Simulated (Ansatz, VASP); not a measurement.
One calculation of CdTe, two programs

```xyz
2
Lattice="0.0000 3.3091 3.3091 3.3091 0.0000 3.3091 3.3091 3.3091 0.0000" Properties=species:S:1:pos:R:3 pbc="T T T"
Cd    0.0000    0.0000    0.0000
Te    1.6545    1.6545    1.6545
```

Alike in both runs: task single point; functional PBE; k mesh 10 × 10 × 10; occupations gaussian, width 0.05 eV; no spin polarisation.

```csv
,VASP,Ansatz
version,VASP 6.6.1,Ansatz 0.2.0
potentials or method,"VASP PAW PBE potentials, release 64 (Cd, Te), cutoff 520 eV","scalar-relativistic, plane waves, PAW"
valence electrons in the cell,18,36
```

```csv
,VASP,Ansatz,Ansatz less VASP
pressure (GPa),0.1,0.0,-0.10
```

VASP's potentials hold 18 valence electrons a cell and Ansatz's 36, so a difference there can come from the potentials and not from the codes.

Spin-orbit coupling is off throughout.
